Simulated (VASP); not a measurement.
# P (Pm-3m) in VASP: relaxation of cell and atoms with LDA

Aim: the relaxation of cell and atoms of P with LDA.

All numbers are computed with VASP 6.6.1; they aren't measurements. Logs are shortened: lines on timing, memory, paths and dates and some standing lists are left out, and cuts for length are marked.

## Step 1: The cell of the first run

The structure is cubic, space group Pm-3m (No. 221). Conventional cell: a = 2.530 Å, b = 2.530 Å, c = 2.530 Å, α = 90.00°, β = 90.00°, γ = 90.00°. Within 3.3 Å of P (site symmetry m-3m) lie 6 P at 2.53 Å.

This isn't the form of P at room conditions, which is orthorhombic.

## Step 2: Relaxation of cell and atoms, LDA

File INCAR:

```
SYSTEM = P
  PREC = Accurate
  ENCUT = 600
  EDIFF = 1E-6
  ISMEAR = 0
  SIGMA = 0.05
  LREAL = .False.
  LASPH = .True.
  NELM = 100
  ALGO = Normal
  ISIF = 3
  LWAVE = .False.
  LCHARG = .False.
  IBRION = 2
  NSW = 80
  EDIFFG = -0.01
```

File KPOINTS:

```
Automatic mesh
0
Gamma
  10 10 10
  0 0 0
```

File POSCAR:

```
P
1.0
    2.5300000000      0.0000000000      0.0000000000
    0.0000000000      2.5300000000      0.0000000000
    0.0000000000      0.0000000000      2.5300000000
P
1
Direct
    0.0000000000      0.0000000000      0.0000000000
```

Potentials or basis: VASP PAW LDA potentials, release 64 (P).

Started as:

```sh
$ cat potpaw_LDA.64/P/POTCAR > POTCAR
$ mpirun -np 1 vasp_std > vasp.out
```

OUTCAR:

```text
SYSTEM = P
   PREC = Accurate
   ENCUT = 600
   EDIFF = 1E-6
   ISMEAR = 0
   LREAL = .False.
   LASPH = .True.
   NELM = 100
   ISIF = 3
   IBRION = 2
   NSW = 80
   EDIFFG = -0.01

 ion  position               nearest neighbor table
   1  0.000  0.000  0.000-

  LATTYP: Found a simple cubic cell.
 ALAT       =     2.5300000000

  Lattice vectors:

 A1 = (   2.5300000000,   0.0000000000,   0.0000000000)
 A2 = (   0.0000000000,   2.5300000000,   0.0000000000)
 A3 = (   0.0000000000,   0.0000000000,   2.5300000000)

Analysis of symmetry for initial positions (statically):
=====================================================================
 Subroutine PRICEL returns:
 Original cell was already a primitive cell.

 Routine SETGRP: Setting up the symmetry group for a
 simple cubic supercell.

 Subroutine GETGRP returns: Found 48 space group operations
 (whereof 48 operations were pure point group operations)
 out of a pool of 48 trial point group operations.

The static configuration has the point symmetry O_h .

Analysis of symmetry for dynamics (positions and initial velocities):
=====================================================================
 Subroutine PRICEL returns:
 Original cell was already a primitive cell.

 Routine SETGRP: Setting up the symmetry group for a
 simple cubic supercell.

 Subroutine GETGRP returns: Found 48 space group operations
 (whereof 48 operations were pure point group operations)
 out of a pool of 48 trial point group operations.

The dynamic configuration has the point symmetry O_h .

 Subroutine INISYM returns: Found 48 space group operations
 (whereof 48 operations are pure point group operations),
 and found     1 'primitive' translations

----------------------------------------------------------------------------------------

                                     Primitive cell

  volume of cell :      16.1943

  direct lattice vectors                    reciprocal lattice vectors
     2.530000000  0.000000000  0.000000000     0.395256917  0.000000000  0.000000000
     0.000000000  2.530000000  0.000000000     0.000000000  0.395256917  0.000000000
     0.000000000  0.000000000  2.530000000     0.000000000  0.000000000  0.395256917

  length of vectors
     2.530000000  2.530000000  2.530000000     0.395256917  0.395256917  0.395256917

  position of ions in fractional coordinates (direct lattice)
     0.000000000  0.000000000  0.000000000

  ion indices of the primitive-cell ions
   primitive index   ion index
                 1           1

----------------------------------------------------------------------------------------

 KPOINTS: Automatic mesh

Automatic generation of k-mesh.
 Grid dimensions read from file:
 generate k-points for:   10   10   10

 Generating k-lattice:

  Cartesian coordinates                     Fractional coordinates (reciprocal lattice)
     0.039525692  0.000000000  0.000000000     0.100000000  0.000000000  0.000000000
     0.000000000  0.039525692  0.000000000     0.000000000  0.100000000  0.000000000
     0.000000000  0.000000000  0.039525692     0.000000000  0.000000000  0.100000000

  Length of vectors
     0.039525692  0.039525692  0.039525692

  Shift w.r.t. Gamma in fractional coordinates (k-lattice)
     0.000000000  0.000000000  0.000000000

 Subroutine IBZKPT returns following result:
 ===========================================

 Found     56 irreducible k-points:

 Following reciprocal coordinates:
            Coordinates               Weight
  0.000000  0.000000  0.000000      1.000000
  0.100000  0.000000  0.000000      6.000000
  0.200000  0.000000  0.000000      6.000000
  0.300000  0.000000  0.000000      6.000000
  0.400000  0.000000  0.000000      6.000000
  0.500000  0.000000  0.000000      3.000000
[... 16 lines left out ...]
  0.200000  0.100000  0.100000     24.000000
  0.300000  0.100000  0.100000     24.000000
 [... further k-points ...]
   k-points           NKPTS =     56   k-points in BZ     NKDIM =     56   number of bands    NBANDS=      6
   number of dos      NEDOS =    301   number of ions     NIONS =      1
   total plane-waves  NPLWV =   8000
   dimension x,y,z NGX =    20 NGY =   20 NGZ =   20
   dimension x,y,z NGXF=    40 NGYF=   40 NGZF=   40
   ions per type =               1
   NGX,Y,Z   is equivalent  to a cutoff of  13.14, 13.14, 13.14 a.u.
   NGXF,Y,Z  is equivalent  to a cutoff of  26.28, 26.28, 26.28 a.u.
 SYSTEM =  P
   PREC   = accura    normal or accurate (medium, high low for compatibility)
   ISTART =      0    job   : 0-new  1-cont  2-samecut
   ICHARG =      2    charge: 1-file 2-atom 10-const
   ISPIN  =      1    spin polarized calculation?
   LNONCOLLINEAR =      F non collinear calculations
   LSORBIT =      F    spin-orbit coupling
   LASPH  =      T    aspherical Exc in radial PAW
   ENCUT  =  600.0 eV  44.10 Ry    6.64 a.u.   5.05  5.05  5.05*2*pi/ulx,y,z
   NELM   =    100;   NELMIN=  2; NELMDL= -5     # of ELM steps
   EDIFF  = 0.1E-05   stopping-criterion for ELM
   LREAL  =      F    real-space projection
   EDIFFG = -.1E-01   stopping-criterion for IOM
   NSW    =     80    number of steps for IOM
   IBRION =      2    ionic relax: 0-MD 1-quasi-New 2-CG
   NFREE  =      1    steps in history (QN), initial steepest desc. (CG)
   ISIF   =      3    stress and relaxation
   ISYM   =      2    0-nonsym 1-usesym 2-fastsym
   POTIM  = 0.5000    time-step for ionic-motion
   TEBEG  =    0.0;   TEEND  =   0.0 temperature during run
   PSTRESS=    0.0 pullay stress
   NELECT =       5.0000    total number of electrons
   NUPDOWN=      -1.0000    fix difference up-down
   EMIN   =  10.00;   EMAX   =-10.00  energy-range for DOS
   EFERMI =   0.00;   METHOD = LEGACY
   ISMEAR =     0;   SIGMA  =   0.05  broadening in eV -4-tet -1-fermi 0-gaus
   EFERMI_NEDOS =   21; number of points for ismear=-14 and -15
   IALGO  =     38    algorithm
   IMIX   =      4    mixing-type and parameters
     AMIX     =   0.40;   BMIX     =  1.00
     AMIX_MAG =   1.60;   BMIX_MAG =  1.00
  volume/ion in A,a.u.               =      16.19       109.28
  Fermi-wavevector in a.u.,A,eV,Ry     =   1.106482  2.090948 16.657642  1.224302
  Thomas-Fermi vector in A             =   2.242983
   LORBIT       =      0    0 simple, 1 ext, 2 COOP (PROOUT), +10 PAW based schemes
   GGA     = CA    functional components
   LHFCALC =     F    Hartree Fock is set to
   AEXX    =    0.0000 exact exchange contribution
   IVDW    =     0    specifies the selected vdW correction
   LEPSILON=     F    determine dielectric tensor
   LRPA    =     F    only Hartree local field effects (RPA)
 conjugate gradient relaxation of ions
 non-spin polarized calculation
 Gauss-broadening in eV      SIGMA  =   0.05
  energy-cutoff  :      600.00
  volume of cell :       16.19
 maximum number of plane-waves:       554
   NGX = 11   NGY = 11   NGZ = 11

--------------------------------------- Ionic step        1  -------------------------------------------

 number of electron       4.9999998 magnetization

 Free energy of the ion-electron system (eV)
  ---------------------------------------------------
  ext. energy  EPLUGINS =         0.00000000
  ---------------------------------------------------
  free energy    TOTEN  =        -5.96632711 eV

  energy without entropy =       -5.96599069  energy(sigma->0) =       -5.96615890

 E-fermi :   8.0441     XC(G=0): -10.9405

 val. band max:        7.9683150914   @ k =   0.4000   0.4000   0.4000
 cond. band min:       8.0582908977   @ k =   0.5000   0.4000   0.4000
 fundamental gap:      0.0899758063
 Fermi energy:         8.0440622127

 k-point     1 :       0.0000    0.0000    0.0000
  band No.  band energies     occupation
      1      -7.2922      2.00000
      2      12.5364      0.00000
      3      12.5364      0.00000
      4      12.5364      0.00000
      5      15.1169      0.00000
      6      15.1169      0.00000

 k-point     2 :       0.1000    0.0000    0.0000
  band No.  band energies     occupation
      1      -7.0840      2.00000
      2      10.0935      0.00000
      3      12.6952      0.00000
      4      12.6952      0.00000
      5      15.2842      0.00000
      6      17.2407      0.00000
[... 255 lines left out ...]
 POSITION                                       TOTAL-FORCE (eV/Angst)
 -----------------------------------------------------------------------------------
      0.00000      0.00000      0.00000         0.000000      0.000000      0.000000
 -----------------------------------------------------------------------------------
    total drift:                               -0.000000     -0.000000      0.000000

  FREE ENERGIE OF THE ION-ELECTRON SYSTEM (eV)
  ---------------------------------------------------
  free  energy   TOTEN  =        -6.0572088502 eV

  energy  without entropy=       -6.0564090000  energy(sigma->0) =       -6.05680893

--------------------------------------- Ionic step        3  -------------------------------------------

 number of electron       5.0000001 magnetization

 Free energy of the ion-electron system (eV)
  ---------------------------------------------------
  ext. energy  EPLUGINS =         0.00000000
  ---------------------------------------------------
  free energy    TOTEN  =        -6.06989289 eV

  energy without entropy =       -6.06918063  energy(sigma->0) =       -6.06953676

 E-fermi :  10.3163     XC(G=0): -11.5609

 val. band max:       10.2673474968   @ k =   0.2000   0.2000   0.0000
 cond. band min:      10.3356945176   @ k =   0.2000   0.2000   0.1000
 fundamental gap:      0.0683470208
 Fermi energy:        10.3162904548

 k-point     1 :       0.0000    0.0000    0.0000
  band No.  band energies     occupation
      1      -6.6967      2.00000
      2      15.3414      0.00000
      3      15.3414      0.00000
      4      15.3414      0.00000
      5      16.9638      0.00000
      6      16.9638      0.00000

 k-point     2 :       0.1000    0.0000    0.0000
  band No.  band energies     occupation
      1      -6.4617      2.00000
      2      12.2632      0.00000
      3      15.5264      0.00000
      4      15.5264      0.00000
      5      17.1507      0.00000
      6      19.7234      0.00000
[... 220 lines left out ...]
 POSITION                                       TOTAL-FORCE (eV/Angst)
 -----------------------------------------------------------------------------------
      0.00000      0.00000      0.00000        -0.000000     -0.000000      0.000000
 -----------------------------------------------------------------------------------
    total drift:                                0.000000     -0.000000      0.000000

  FREE ENERGIE OF THE ION-ELECTRON SYSTEM (eV)
  ---------------------------------------------------
  free  energy   TOTEN  =        -6.0698928895 eV

  energy  without entropy=       -6.0691806337  energy(sigma->0) =       -6.06953676

 reached required accuracy - stopping structural energy minimisation
```

It took 12 s on 1 thread of Intel Xeon 8259CL, shared host; peak memory 0.12 GiB.

Results:

* Free energy: -6.0699 eV
* Relaxed volume: 13.99 Å³/atom
* Relaxed cell: a = 2.410 Å, b = 2.410 Å, c = 2.410 Å, α = 90.00°, β = 90.00°, γ = 90.00°
* Space group after relaxing (to 0.1 Å): Pm-3m (No. 221)
* Energy gained by relaxing: 103.6 meV/atom
* Ionic steps: 3
* Pressure after relaxing: 0.0 GPa
* Band gap on the k mesh: zero (an odd number of electrons rules out a gap without spin polarisation)

Step by step:
| step | energy change (eV) | largest force (eV/Å) | pressure (GPa) | volume (Å³) |
| --- | --- | --- | --- | --- |
| 1 | 0.0000 | 0.0000 | -12.66 | 16.19 |
| 2 | -0.0909 | 0.0000 | 6.82 | 13.38 |
| 3 | -0.1036 | 0.0000 | 0.04 | 13.99 |

Final structure:
```xyz
1
Lattice="2.4097 0.0000 0.0000 0.0000 2.4097 0.0000 0.0000 0.0000 2.4097" Properties=species:S:1:pos:R:3 pbc="T T T"
P     0.0000    0.0000    0.0000
```

Levels at points of the mesh, in eV from the Fermi level:
```csv
k point,band 1,band 2,band 3,band 4,band 5,band 6
"(0.00, 0.00, 0.00)",-17.01,5.03,5.03,5.03,6.65,6.65
"(0.50, 0.00, 0.00)",-12.48,-9.16,7.98,7.98,9.30,14.37
"(0.50, 0.50, 0.00)",-7.56,-5.60,-5.60,0.54,10.70,17.00
"(0.50, 0.50, 0.50)",-2.36,-2.36,-2.36,-1.38,4.40,4.40
```
